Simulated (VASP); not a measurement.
# Si (Fd-3m) in VASP: elastic constants with PBE

Aim: the elastic constants of Si with PBE.

Program: VASP 6.6.1. These are calculated values, not measurements. Logs are shortened: lines on timing, memory, paths and dates and some standing lists are left out, and cuts for length are marked.

## 1. The cell of the first run

The structure is cubic, space group Fd-3m (No. 227). Conventional cell: a = 5.470 Å, b = 5.470 Å, c = 5.470 Å, α = 90.00°, β = 90.00°, γ = 90.00°. Si (site symmetry -43m) has 4 Si at 2.37 Å within 3.1 Å.

## 2. Elastic constants, PBE

Contents of INCAR:

```
PREC     = Accurate       # precision mode
ENCUT    = 600            # plane-wave cutoff, eV
EDIFF    = 1E-8           # SCF threshold, eV
ISMEAR   = 0              # smearing method
SIGMA    = 0.01           # smearing width, eV
LREAL    = F              # projectors in reciprocal space
LASPH    = T              # aspherical terms in the spheres
NELM     = 80             # most SCF steps
ALGO     = Normal         # electronic algorithm
ISIF     = 3              # what is computed and relaxed
LWAVE    = F              # write WAVECAR
LCHARG   = T              # write CHGCAR
GGA      = PE             # functional
NBANDS   = 11             # bands
IBRION   = 6              # ionic algorithm
NFREE    = 2            
POTIM    = 0.015          # step
NSW      = 1              # ionic steps
```

Contents of KPOINTS:

```
Automatic mesh
0
Gamma
  10 10 10
```

Contents of POSCAR:

```
Si
1.0
    0.0000000000      2.7348390753      2.7348390753
    2.7348390753      0.0000000000      2.7348390753
    2.7348390753      2.7348390753      0.0000000000
Si
2
Direct
    0.7500000000      0.7500000000      0.7500000000
    0.5000000000      0.5000000000      0.5000000000
```

Potentials or basis: VASP PAW PBE potentials, release 64 (Si).

Launch:

```
$ cat potpaw_PBE.64/Si/POTCAR > POTCAR
$ mpirun -np 1 vasp_std > vasp.out
```

OUTCAR:

```text
PREC = Accurate
   ENCUT = 600
   EDIFF = 1E-8
   ISMEAR = 0
   LREAL = F
   LASPH = T
   NELM = 80
   ISIF = 3
   GGA = PE
   IBRION = 6
   NFREE = 2
   POTIM = 0.015
   NSW = 1

 ion  position               nearest neighbor table
   1  0.750  0.750  0.750-   2 2.37   2 2.37   2 2.37   2 2.37
   2  0.500  0.500  0.500-   1 2.37   1 2.37   1 2.37   1 2.37

  LATTYP: Found a face centered cubic cell.
 ALAT       =     5.4696781506

  Lattice vectors:

 A1 = (   0.0000000000,   2.7348390753,   2.7348390753)
 A2 = (   2.7348390753,   0.0000000000,   2.7348390753)
 A3 = (   2.7348390753,   2.7348390753,   0.0000000000)

Analysis of symmetry for initial positions (statically):
=====================================================================
 Subroutine PRICEL returns:
 Original cell was already a primitive cell.

 Routine SETGRP: Setting up the symmetry group for a
 face centered cubic supercell.

 Subroutine GETGRP returns: Found 48 space group operations
 (whereof 24 operations were pure point group operations)
 out of a pool of 48 trial point group operations.

The static configuration has the point symmetry T_d .
 The point group associated with its full space group is O_h .

Analysis of symmetry for dynamics (positions and initial velocities):
=====================================================================
 Subroutine PRICEL returns:
 Original cell was already a primitive cell.

 Routine SETGRP: Setting up the symmetry group for a
 face centered cubic supercell.

 Subroutine GETGRP returns: Found 48 space group operations
 (whereof 24 operations were pure point group operations)
 out of a pool of 48 trial point group operations.

The dynamic configuration has the point symmetry T_d .
 The point group associated with its full space group is O_h .

 Subroutine INISYM returns: Found 48 space group operations
 (whereof 24 operations are pure point group operations),
 and found     1 'primitive' translations

----------------------------------------------------------------------------------------

                                     Primitive cell

  volume of cell :      40.9096

  direct lattice vectors                    reciprocal lattice vectors
     0.000000000  2.734839075  2.734839075    -0.182826114  0.182826114  0.182826114
     2.734839075  0.000000000  2.734839075     0.182826114 -0.182826114  0.182826114
     2.734839075  2.734839075  0.000000000     0.182826114  0.182826114 -0.182826114

  length of vectors
     3.867646511  3.867646511  3.867646511     0.316664118  0.316664118  0.316664118

  position of ions in fractional coordinates (direct lattice)
     0.750000000  0.750000000  0.750000000
     0.500000000  0.500000000  0.500000000

  ion indices of the primitive-cell ions
   primitive index   ion index
                 1           1
                 2           2

----------------------------------------------------------------------------------------

 KPOINTS: Automatic mesh

Automatic generation of k-mesh.
 Grid dimensions read from file:
 generate k-points for:   10   10   10

 Generating k-lattice:

  Cartesian coordinates                     Fractional coordinates (reciprocal lattice)
    -0.018282611  0.018282611  0.018282611     0.100000000  0.000000000  0.000000000
     0.018282611 -0.018282611  0.018282611     0.000000000  0.100000000  0.000000000
     0.018282611  0.018282611 -0.018282611     0.000000000  0.000000000  0.100000000

  Length of vectors
[... 111 lines left out ...]
  -------------------------------------------------------------------------------------
  Total       -0.0116635     -0.0116635     -0.0116635      0.0000000      0.0000000      0.0000000
  in kB       -0.4567890     -0.4567890     -0.4567890      0.0000000      0.0000000      0.0000000
  external PRESSURE =      -0.4567890 kB  Pullay stress =       0.0000000 kB
[... 89 lines left out ...]
  FREE ENERGIE OF THE ION-ELECTRON SYSTEM (eV)
  ---------------------------------------------------
  free  energy   TOTEN  =       -10.8450855478 eV

  energy  without entropy=      -10.8450855478  energy(sigma->0) =      -10.84508555

[... ionic steps 4 to 12 ...]

--------------------------------------- Ionic step       13  -------------------------------------------

 number of electron       8.0000000 magnetization

------------------------ aborting loop because EDIFF is reached ----------------------------------------
[... 67 lines left out ...]
--------------------------------------- Ionic step       15  -------------------------------------------

 number of electron       8.0000000 magnetization

 Free energy of the ion-electron system (eV)
  ---------------------------------------------------
  ext. energy  EPLUGINS =         0.00000000
  ---------------------------------------------------
  free energy    TOTEN  =       -10.84786664 eV

  energy without entropy =      -10.84786664  energy(sigma->0) =      -10.84786664

 E-fermi :   5.7328     XC(G=0):  -9.3251

 val. band max:        5.6827622266   @ k =   0.0000   0.0000   0.0000
 cond. band min:       6.2277837252   @ k =   0.0000   0.4000   0.4000
 fundamental gap:      0.5450214986
 Fermi energy:         5.7327803230

 k-point     1 :       0.0000    0.0000    0.0000
  band No.  band energies     occupation
      1      -6.2004      2.00000
      2       5.5393      2.00000
      3       5.6115      2.00000
      4       5.6828      2.00000
      5       8.1249      0.00000
      6       8.1668      0.00000
      7       8.2103      0.00000
      8       8.7387      0.00000
      9      13.3195      0.00000
     10      13.3209      0.00000
     11      13.4861      0.00000
[... 309 lines left out ...]
 k-point    24 :       0.4000    0.3000    0.0000
  band No.  band energies     occupation
      1      -4.0756      2.00000
      2       0.2012      2.00000
      3       2.8379      2.00000
      4       3.2279      2.00000
      5       6.6847      0.00000
      6       7.8754      0.00000
      7      12.4705      0.00000
      8      12.6299      0.00000
      9      15.9849      0.00000
     10      16.1366      0.00000
     11      17.6094      0.00000

 [... further k-points ...]

------------------------ aborting loop because EDIFF is reached ----------------------------------------

  FORCE on cell =-STRESS in cart. coord.  units (eV):
  Direction    XX          YY          ZZ          XY          YZ          ZX
  --------------------------------------------------------------------------------------
  -------------------------------------------------------------------------------------
  Total       -0.0120643     -0.0085971     -0.0085971      0.0000000      0.1351202      0.0000000
  in kB       -0.4724851     -0.3366942     -0.3366942      0.0000000      5.2918275      0.0000000
  external PRESSURE =      -0.3819578 kB  Pullay stress =       0.0000000 kB
[... 17 lines left out ...]
  FREE ENERGIE OF THE ION-ELECTRON SYSTEM (eV)
  ---------------------------------------------------
  free  energy   TOTEN  =       -10.8478666373 eV

  energy  without entropy=      -10.8478666373  energy(sigma->0) =      -10.84786664

 INTERNAL STRAIN TENSORS FROM STRAINED CELLS
 ============================================

 INTERNAL STRAIN TENSOR FOR ION    1 for displacements in x,y,z  (eV/Angst):
          X           Y           Z          XY          YZ          ZX
  --------------------------------------------------------------------------------
  x    -0.00000    -0.00000     0.00000    -0.00000    -9.01092    -0.00000
  y    -0.00000    -0.00000     0.00000    -0.00000     0.00000    -9.01094
  z    -0.00000    -0.00000    -0.00000    -9.01088    -0.00000    -0.00000

 INTERNAL STRAIN TENSORS FROM DISPLACED ATOMS
 ============================================

 INTERNAL STRAIN TENSOR FOR ION    1 for displacements in x,y,z  (eV/Angst):
          X           Y           Z          XY          YZ          ZX
  --------------------------------------------------------------------------------
  x     0.00000     0.00000     0.00000     0.00000    -9.01006     0.00000
  y     0.00000     0.00000     0.00000     0.00000     0.00000    -9.01006
  z     0.00000     0.00000     0.00000    -9.01006     0.00000     0.00000

 INTERNAL STRAIN TENSOR FOR ION    2 for displacements in x,y,z  (eV/Angst):
          X           Y           Z          XY          YZ          ZX
  --------------------------------------------------------------------------------
  x     0.00000     0.00000     0.00000     0.00000     9.01006     0.00000
  y     0.00000     0.00000     0.00000     0.00000     0.00000     9.01006
  z     0.00000     0.00000     0.00000     9.01006     0.00000     0.00000

 Eigenvectors and eigenvalues of the dynamical matrix
 ----------------------------------------------------

   1 f  =   15.056185 THz    94.600800 2PiTHz  502.220269 cm-1    62.267349 meV
             X         Y         Z           dx          dy          dz
      4.102259  4.102259  4.102259     0.000000    0.000000    0.707107
      2.734839  2.734839  2.734839     0.000000   -0.000000   -0.707107
[... 21 lines left out ...]
   6 f  =    0.000000 THz     0.000001 2PiTHz    0.000004 cm-1     0.000001 meV
             X         Y         Z           dx          dy          dz
      4.102259  4.102259  4.102259    -0.574861    0.351442    0.214531
      2.734839  2.734839  2.734839    -0.574861    0.351442    0.214531

--------------------------------------------------------------------------------------------------------

 ELASTIC MODULI CONTR FROM IONIC RELAXATION (kBar)
 Direction    XX          YY          ZZ          XY          YZ          ZX
 --------------------------------------------------------------------------------
 XX           0.0000      0.0000      0.0000      0.0000      0.0000      0.0000
 YY           0.0000      0.0000      0.0000      0.0000      0.0000      0.0000
 ZZ           0.0000      0.0000      0.0000      0.0000      0.0000      0.0000
 XY           0.0000      0.0000      0.0000   -244.0999      0.0000      0.0000
 YZ           0.0000      0.0000      0.0000      0.0000   -244.0999      0.0000
 ZX           0.0000      0.0000      0.0000      0.0000      0.0000   -244.0999
 --------------------------------------------------------------------------------

 TOTAL ELASTIC MODULI (kBar)
 Direction    XX          YY          ZZ          XY          YZ          ZX
 --------------------------------------------------------------------------------
 XX        1530.5971    566.8171    566.8171      0.0000     -0.0000     -0.0000
 YY         566.8171   1530.5971    566.8171      0.0000     -0.0000      0.0000
 ZZ         566.8171    566.8171   1530.5971      0.0000     -0.0000      0.0000
 XY           0.0000      0.0000      0.0000    747.3928      0.0000     -0.0000
 YZ          -0.0000     -0.0000     -0.0000      0.0000    747.3928      0.0000
 ZX          -0.0000      0.0000      0.0000     -0.0000      0.0000    747.3928
 --------------------------------------------------------------------------------
```

Wall time 4.6 min (1 thread of Intel Xeon 6975P-C (Granite Rapids), shared host); peak memory 0.34 GiB.

Results:

```
Elastic constants C11, C12, C44 : 153, 57, 75 GPa
Voigt bulk modulus              : 89 GPa
Highest phonon frequency at Γ   : 502 cm⁻¹
```

Phonon frequencies in cm⁻¹ (negative: imaginary):
```tsv
q point	frequencies
(0.000, 0.000, 0.000)	0 0 0 502 502 502
```

Elastic tensor in Voigt notation (GPa, in the Cartesian axes of the cell as first typed):
```
153  57  57   0   0   0
 57 153  57   0   0   0
 57  57 153   0   0   0
  0   0   0  75   0   0
  0   0   0   0  75   0
  0   0   0   0   0  75
```

Clamped-ion elastic tensor (GPa):
```
153  57  57   0   0   0
 57 153  57   0   0   0
 57  57 153   0   0   0
  0   0   0  99   0   0
  0   0   0   0  99   0
  0   0   0   0   0  99
```
